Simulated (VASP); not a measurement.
A run of VASP 6.6.1:

The input POSCAR:

```
GaSb
1.0
   -2.7534340000      2.7534340000      1.5907070000
    2.7534340000     -2.7534340000      1.5907070000
    2.7534340000      2.7534340000     -1.5907070000
Sb Ga
1 1
Direct
    0.0000000000      0.0000000000      0.0000000000
    0.7500000000      0.2500000000      0.5000000000
```

File INCAR.step1:

```
PREC = Accurate ; ENCUT = 400
EDIFF = 1E-5 ; ISMEAR = -1
SIGMA = 0.05 ; LREAL = F
LASPH = T ; NELM = 120
ALGO = Normal ; ISIF = 2
LWAVE = T ; LCHARG = F
NBANDS = 21 ; GGA = PE
GGA_COMPAT = F
```

Contents of INCAR.step2:

```
PREC = Accurate ; ENCUT = 400
EDIFF = 1E-6 ; ISMEAR = -1
SIGMA = 0.05 ; LREAL = F
LASPH = T ; NELM = 120
ALGO = Normal ; ISIF = 2
LWAVE = F ; LCHARG = F
GGA = PS ; LHFCALC = T
AEXX = 0.25 ; PRECFOCK = Normal
NBANDS = 21 ; ISTART = 1
GGA_COMPAT = F
```

File KPOINTS:

```
Automatic mesh
0
Gamma
  5 5 5
```

Potentials or basis: VASP PAW PBE potentials, release 64 (Sb_d_GW, Ga_d).

Launch:

```console
$ cat potpaw_PBE.64/Sb_d_GW/POTCAR potpaw_PBE.64/Ga_d/POTCAR > POTCAR
$ cp INCAR.step1 INCAR
$ mpirun -np 1 vasp_std > vasp.out
$ cp INCAR.step2 INCAR
$ mpirun -np 1 vasp_std > vasp.out
```

Hardware: 1 thread of Intel(R) Xeon(R) 6975P-C (Granite Rapids), on a shared host.

Estimate the wall time of this run.

Run time: 33 min on 1 thread of Intel(R) Xeon(R) 6975P-C (Granite Rapids), with other jobs on the host, peak memory 0.19 GiB. Counts: k points 18.
